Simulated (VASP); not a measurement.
# ReB6 (R-3) in VASP: further runs

The runs below take ReB6 through single point, relaxation of cell and atoms, with PBE.

Program: VASP 6.6.1. These are calculated values, not measurements. Logs are shortened: lines on timing, memory, paths and dates and some standing lists are left out, and cuts for length are marked.

## (1) The cell of the first run

Symmetry: R-3, No. 148, trigonal system. Conventional cell: a = 4.405 Å, b = 4.405 Å, c = 10.073 Å, α = 90.00°, β = 90.00°, γ = 120.00°. Within 2.8 Å of Re (site symmetry -3) lie 12 B at 2.14 to 2.31 Å. Within 1.9 Å of B (site symmetry 1) lie 3 B at 1.45 to 1.49 Å.

## (2) Single point, PBE

INCAR

```
SYSTEM = ReB6
PREC = Accurate ; ENCUT = 520
EDIFF = 1E-7 ; ISMEAR = 0
SIGMA = 0.1 ; LREAL = .FALSE.
LASPH = .TRUE. ; NELM = 60
ALGO = Normal ; ISIF = 2
LWAVE = .FALSE. ; LCHARG = .FALSE.
GGA = PE ; NBANDS = 22
```

KPOINTS

```
regular mesh
0
G
  6 6 6
  0 0 0
```

POSCAR

```
ReB6
1.0
    2.2025079400      1.2716185500      3.3576785400
   -2.2025079400      1.2716185500      3.3576785400
    0.0000000000     -2.5432371000      3.3576785400
Re B
1 6
Direct
    0.5000000000      0.5000000000      0.5000000000
    0.9763144500      0.6664435600      0.3393008200
    0.3393008200      0.9763144500      0.6664435600
    0.6664435600      0.3393008200      0.9763144500
    0.0236855500      0.3335564400      0.6606991800
    0.6606991800      0.0236855500      0.3335564400
    0.3335564400      0.6606991800      0.0236855500
```

Potentials or basis: VASP PAW PBE potentials, release 64 (Re, B).

Launch:

```console
$ cat potpaw_PBE.64/Re/POTCAR potpaw_PBE.64/B/POTCAR > POTCAR
$ mpirun -np 1 vasp_std > vasp.out
```

OUTCAR:

```text
SYSTEM = ReB6
   PREC = Accurate
   ENCUT = 520
   EDIFF = 1E-7
   ISMEAR = 0
   LREAL = .FALSE.
   LASPH = .TRUE.
   NELM = 60
   ISIF = 2
   GGA = PE

 ion  position               nearest neighbor table
   1  0.500  0.500  0.500-   2 2.14   5 2.14   4 2.14   7 2.14   6 2.14   3 2.14   7 2.31   4 2.31
                             6 2.31   3 2.31   5 2.31   2 2.31
   2  0.976  0.666  0.339-   5 1.45   7 1.49   6 1.49   1 2.14   1 2.31
   3  0.339  0.976  0.666-   6 1.45   7 1.49   5 1.49   1 2.14   1 2.31
   4  0.666  0.339  0.976-   7 1.45   6 1.49   5 1.49   1 2.14   1 2.31
   5  0.024  0.334  0.661-   2 1.45   4 1.49   3 1.49   1 2.14   1 2.31
   6  0.661  0.024  0.334-   3 1.45   4 1.49   2 1.49   1 2.14   1 2.31
   7  0.334  0.661  0.024-   4 1.45   3 1.49   2 1.49   1 2.14   1 2.31

  LATTYP: Found a trigonal (rhomboedric) cell.
 ALAT       =     4.2121324932
 COS(alpha) =     0.4531591949

  Lattice vectors:

 A1 = (   2.2025079400,   1.2716185500,   3.3576785400)
 A2 = (  -2.2025079400,   1.2716185500,   3.3576785400)
 A3 = (   0.0000000000,  -2.5432371000,   3.3576785400)

Analysis of symmetry for initial positions (statically):
=====================================================================
 Subroutine PRICEL returns:
 Original cell was already a primitive cell.

 Routine SETGRP: Setting up the symmetry group for a
 trigonal (rhombohedral) supercell.

 Subroutine GETGRP returns: Found  6 space group operations
 (whereof  6 operations were pure point group operations)
 out of a pool of 12 trial point group operations.

The static configuration has the point symmetry S_6 .

Analysis of symmetry for dynamics (positions and initial velocities):
=====================================================================
 Subroutine PRICEL returns:
 Original cell was already a primitive cell.

 Routine SETGRP: Setting up the symmetry group for a
 trigonal (rhombohedral) supercell.

 Subroutine GETGRP returns: Found  6 space group operations
 (whereof  6 operations were pure point group operations)
 out of a pool of 12 trial point group operations.

The dynamic configuration has the point symmetry S_6 .

 Subroutine INISYM returns: Found  6 space group operations
 (whereof  6 operations are pure point group operations),
 and found     1 'primitive' translations

----------------------------------------------------------------------------------------

                                     Primitive cell

  volume of cell :      56.4241

  direct lattice vectors                    reciprocal lattice vectors
     2.202507940  1.271618550  3.357678540     0.227013938  0.131066558  0.099274939
    -2.202507940  1.271618550  3.357678540    -0.227013938  0.131066558  0.099274939
     0.000000000 -2.543237100  3.357678540     0.000000000 -0.262133116  0.099274939

  length of vectors
     4.212132493  4.212132493  4.212132491     0.280302130  0.280302130  0.280302130

  position of ions in fractional coordinates (direct lattice)
     0.500000000  0.500000000  0.500000000
     0.976314450  0.666443560  0.339300820
     0.339300820  0.976314450  0.666443560
     0.666443560  0.339300820  0.976314450
     0.023685550  0.333556440  0.660699180
     0.660699180  0.023685550  0.333556440
     0.333556440  0.660699180  0.023685550

  ion indices of the primitive-cell ions
   primitive index   ion index
                 1           1
                 2           2
                 3           3
                 4           4
                 5           5
                 6           6
                 7           7

----------------------------------------------------------------------------------------

 KPOINTS: regular mesh

Automatic generation of k-mesh.
 Grid dimensions read from file:
 generate k-points for:    6    6    6

 Generating k-lattice:

  Cartesian coordinates                     Fractional coordinates (reciprocal lattice)
     0.037835656  0.021844426  0.016545823     0.166666667  0.000000000 -0.000000000
    -0.037835656  0.021844426  0.016545823     0.000000000  0.166666667 -0.000000000
     0.000000000 -0.043688853  0.016545823    -0.000000000 -0.000000000  0.166666667

  Length of vectors
     0.046717022  0.046717022  0.046717022

  Shift w.r.t. Gamma in fractional coordinates (k-lattice)
     0.000000000  0.000000000  0.000000000

 Subroutine IBZKPT returns following result:
 ===========================================

 Found     40 irreducible k-points:

 Following reciprocal coordinates:
            Coordinates               Weight
  0.000000  0.000000  0.000000      1.000000
  0.166667 -0.000000 -0.000000      6.000000
  0.333333  0.000000  0.000000      6.000000
  0.500000  0.000000  0.000000      3.000000
  0.166667  0.166667 -0.000000      6.000000
  0.333333  0.166667  0.000000      6.000000
[... 16 lines left out ...]
  0.333333  0.333333  0.166667      6.000000
  0.500000  0.333333  0.166667      6.000000
 [... further k-points ...]
   k-points           NKPTS =     40   k-points in BZ     NKDIM =     40   number of bands    NBANDS=     22
   number of dos      NEDOS =    301   number of ions     NIONS =      7
   total plane-waves  NPLWV =  32768
   dimension x,y,z NGX =    32 NGY =   32 NGZ =   32
   dimension x,y,z NGXF=    64 NGYF=   64 NGZF=   64
   ions per type =               1   6
   NGX,Y,Z   is equivalent  to a cutoff of  12.63, 12.63, 12.63 a.u.
   NGXF,Y,Z  is equivalent  to a cutoff of  25.26, 25.26, 25.26 a.u.
 SYSTEM =  ReB6
   PREC   = accura    normal or accurate (medium, high low for compatibility)
   ISTART =      0    job   : 0-new  1-cont  2-samecut
   ICHARG =      2    charge: 1-file 2-atom 10-const
   ISPIN  =      1    spin polarized calculation?
   LNONCOLLINEAR =      F non collinear calculations
   LSORBIT =      F    spin-orbit coupling
   LASPH  =      T    aspherical Exc in radial PAW
   ENCUT  =  520.0 eV  38.22 Ry    6.18 a.u.   7.83  7.83  7.83*2*pi/ulx,y,z
   NELM   =     60;   NELMIN=  2; NELMDL= -5     # of ELM steps
   EDIFF  = 0.1E-06   stopping-criterion for ELM
   LREAL  =      F    real-space projection
   EDIFFG = 0.1E-05   stopping-criterion for IOM
   NSW    =      0    number of steps for IOM
   IBRION =     -1    ionic relax: 0-MD 1-quasi-New 2-CG
   NFREE  =      0    steps in history (QN), initial steepest desc. (CG)
   ISIF   =      2    stress and relaxation
   ISYM   =      2    0-nonsym 1-usesym 2-fastsym
   POTIM  = 0.5000    time-step for ionic-motion
   TEBEG  =    0.0;   TEEND  =   0.0 temperature during run
   PSTRESS=    0.0 pullay stress
   NELECT =      25.0000    total number of electrons
   NUPDOWN=      -1.0000    fix difference up-down
   EMIN   =  10.00;   EMAX   =-10.00  energy-range for DOS
   EFERMI =   0.00;   METHOD = LEGACY
   ISMEAR =     0;   SIGMA  =   0.10  broadening in eV -4-tet -1-fermi 0-gaus
   EFERMI_NEDOS =   21; number of points for ismear=-14 and -15
   IALGO  =     38    algorithm
   IMIX   =      4    mixing-type and parameters
     AMIX     =   0.40;   BMIX     =  1.00
     AMIX_MAG =   1.60;   BMIX_MAG =  1.00
  volume/ion in A,a.u.               =       8.06        54.40
  Fermi-wavevector in a.u.,A,eV,Ry     =   1.248054  2.358479 21.192952  1.557638
  Thomas-Fermi vector in A             =   2.382158
   LORBIT       =      0    0 simple, 1 ext, 2 COOP (PROOUT), +10 PAW based schemes
   GGA     = PE    functional components
   LHFCALC =     F    Hartree Fock is set to
   AEXX    =    0.0000 exact exchange contribution
   IVDW    =     0    specifies the selected vdW correction
   LEPSILON=     F    determine dielectric tensor
   LRPA    =     F    only Hartree local field effects (RPA)
 non-spin polarized calculation
 Gauss-broadening in eV      SIGMA  =   0.10
  energy-cutoff  :      520.00
  volume of cell :       56.42
 maximum number of plane-waves:      1530
   NGX = 15   NGY = 15   NGZ = 15

 number of electron      25.0000001 magnetization

 Free energy of the ion-electron system (eV)
  ---------------------------------------------------
  ext. energy  EPLUGINS =         0.00000000
  ---------------------------------------------------
  free energy    TOTEN  =       -42.45746460 eV

  energy without entropy =      -42.44248105  energy(sigma->0) =      -42.44997282

 E-fermi :   5.8090     XC(G=0): -11.9513

 val. band max:        5.8073871843   @ k =  -0.1667   0.3333   0.1667
 cond. band min:       5.8673731358   @ k =   0.3333   0.3333   0.1667
 fundamental gap:      0.0599859515
 Fermi energy:         5.8090433966

 k-point     1 :       0.0000    0.0000    0.0000
  band No.  band energies     occupation
      1      -8.7510      2.00000
      2      -3.0114      2.00000
      3      -3.0114      2.00000
      4      -1.1796      2.00000
      5      -1.1020      2.00000
      6      -0.1820      2.00000
[... 14 lines left out ...]
     21      14.2980      0.00000
     22      16.5429      0.00000

 k-point     2 :       0.1667   -0.0000   -0.0000
  band No.  band energies     occupation
      1      -8.5105      2.00000
      2      -3.6434      2.00000
      3      -3.1780      2.00000
      4      -1.8631      2.00000
      5      -0.8199      2.00000
      6       0.1843      2.00000
[... 14 lines left out ...]
     21      15.7984      0.00000
     22      16.4419      0.00000

 k-point     3 :       0.3333    0.0000    0.0000
  band No.  band energies     occupation
      1      -7.8618      2.00000
      2      -4.8795      2.00000
      3      -3.4482      2.00000
      4      -2.2330      2.00000
      5      -0.5679      2.00000
      6       1.0616      2.00000
[... 14 lines left out ...]
     21      17.4056      0.00000
     22      17.8082      0.00000
[... 476 lines left out ...]
 k-point    23 :       0.3333    0.3333    0.1667
  band No.  band energies     occupation
      1      -7.7557      2.00000
      2      -3.6473      2.00000
      3      -2.7762      2.00000
      4      -2.1078      2.00000
      5      -1.1071      2.00000
      6      -0.8418      2.00000
[... 14 lines left out ...]
     21      16.0826      0.00000
     22      17.6778      0.00000

 k-point    24 :       0.5000    0.3333    0.1667
  band No.  band energies     occupation
      1      -7.1661      2.00000
      2      -4.6166      2.00000
      3      -3.7983      2.00000
      4      -1.3030      2.00000
      5      -0.9369      2.00000
      6      -0.8115      2.00000
[... 14 lines left out ...]
     21      17.0123      0.00000
     22      17.6993      0.00000

 [... further k-points ...]
[... 5 lines left out ...]
  --------------------------------------------------------------------------------------
  -------------------------------------------------------------------------------------
  Total       44.9623961     44.9623960      1.5695846      0.0000000      0.0000000      0.0000000
  in kB     1276.7190163   1276.7190121     44.5687650      0.0000002      0.0000000      0.0000000
  external PRESSURE =     866.0022645 kB  Pullay stress =       0.0000000 kB

 VOLUME and BASIS-vectors are now :
 -----------------------------------------------------------------------------
  energy-cutoff  :      520.00
  volume of cell :       56.42
      direct lattice vectors                 reciprocal lattice vectors
     2.202507940  1.271618550  3.357678540     0.227013938  0.131066558  0.099274939
    -2.202507940  1.271618550  3.357678540    -0.227013938  0.131066558  0.099274939
     0.000000000 -2.543237100  3.357678540     0.000000000 -0.262133116  0.099274939

 POSITION                                       TOTAL-FORCE (eV/Angst)
 -----------------------------------------------------------------------------------
      0.00000      0.00000      5.03652         0.000000     -0.000000     -0.000000
      0.68249      1.22604      6.65512        -0.396719      1.466804      0.537377
     -1.40303     -0.02196      6.65512        -1.071930     -1.076971      0.537377
      0.72053     -1.20408      6.65512         1.468649     -0.389834      0.537377
     -0.68249     -1.22604      3.41792         0.396719     -1.466804     -0.537377
      1.40303      0.02196      3.41792         1.071930      1.076971     -0.537377
     -0.72053      1.20408      3.41792        -1.468649      0.389834     -0.537377
 -----------------------------------------------------------------------------------
    total drift:                               -0.000000      0.000000     -0.000000

  FREE ENERGIE OF THE ION-ELECTRON SYSTEM (eV)
  ---------------------------------------------------
  free  energy   TOTEN  =       -42.4574645967 eV

  energy  without entropy=      -42.4424810521  energy(sigma->0) =      -42.44997282
```

It took 85 s on 1 thread of Intel Xeon Platinum 8375C at 2.90GHz (Ice Lake), shared host; peak memory 0.2 GiB.

Results:

```yaml
Free_energy: -42.4575 eV
Pressure: 86.6 GPa
Largest_force: 1.612 eV/Å
```

Forces in eV/Å, atoms in the order of the input:
```
Re   0.000  0.000  0.000
B   -0.397  1.467  0.537
B   -1.072 -1.077  0.537
B    1.469 -0.390  0.537
B    0.397 -1.467 -0.537
B    1.072  1.077 -0.537
B   -1.469  0.390 -0.537
```

Caveat: spin-orbit coupling is left out, which moves the levels of the heavy elements; forces of over 1 eV/Å act on the atoms, so gaps and moduli don't describe the material at rest.

## (3) Single point, PBE

This run uses another cell than the first one, of 8.84 Å³/atom, 1.097 times its volume.

INCAR

```
  PREC = Accurate
  ENCUT = 520
  EDIFF = 1E-6
  ISMEAR = 0
  SIGMA = 0.1
  LREAL = False
  LASPH = True
  NELM = 100
  ALGO = Normal
  ISIF = 2
  LWAVE = False
  LCHARG = False
  GGA = PE
  NBANDS = 22
```

KPOINTS

```
Automatic mesh
0
Gamma
  6 6 6
```

POSCAR

```
ReB6
1.0
    2.7378079514      1.5806741577      2.3832137354
   -2.7378079514      1.5806741577      2.3832137354
    0.0000000000     -3.1613483155      2.3832137354
Re B
1 6
Direct
    0.5000000000      0.5000000000      0.5000000000
    1.0000102831      0.6789606865      0.3208579060
    0.3208579060      1.0000102831      0.6789606865
    0.6789606865      0.3208579060      1.0000102831
   -0.0000102831      0.3210393135      0.6791420940
    0.6791420940     -0.0000102831      0.3210393135
    0.3210393135      0.6791420940     -0.0000102831
```

Potentials or basis: VASP PAW PBE potentials, release 64 (Re, B).

Launch:

```console
$ cat potpaw_PBE.64/Re/POTCAR potpaw_PBE.64/B/POTCAR > POTCAR
$ mpirun -np 1 vasp_std > vasp.out
```

Run time: 89 s. Hardware: 1 thread of Intel Xeon Platinum 8375C at 2.90GHz (Ice Lake), shared host; peak memory 0.19 GiB.

It converged, with:

- Free energy: -50.6368 eV
- Pressure: 1.4 GPa
- Largest force: 0.030 eV/Å

Forces in eV/Å, atoms in the order of the input:
```
Re   0.000  0.000  0.000
B   -0.017  0.024  0.003
B   -0.013 -0.027  0.003
B    0.030  0.003  0.003
B    0.017 -0.024 -0.003
B    0.013  0.027 -0.003
B   -0.030 -0.003 -0.003
```

Stress tensor (GPa, compression positive):
```
1.65 0.00 0.00
0.00 1.65 0.00
0.00 0.00 1.02
```

Levels at points of the mesh, in eV from the Fermi level:
```tsv
k point	band 9	band 10	band 11	band 12	band 13	band 14	band 15	band 16
(0.00, 0.00, 0.00)	-4.60	-1.41	-1.41	-1.40	0.71	0.71	4.13	4.43
(0.50, 0.00, 0.00)	-3.69	-3.19	-2.65	-2.10	0.24	1.74	2.40	5.04
(0.50, 0.50, 0.00)	-3.16	-3.11	-2.55	-2.03	-1.91	1.24	2.98	3.22
(0.50, 0.50, 0.50)	-3.04	-3.04	0.14	0.14	0.25	0.25	1.26	4.38
```

Caveat: spin-orbit coupling is left out, which moves the levels of the heavy elements.

(Continued in part 2 of 2.)
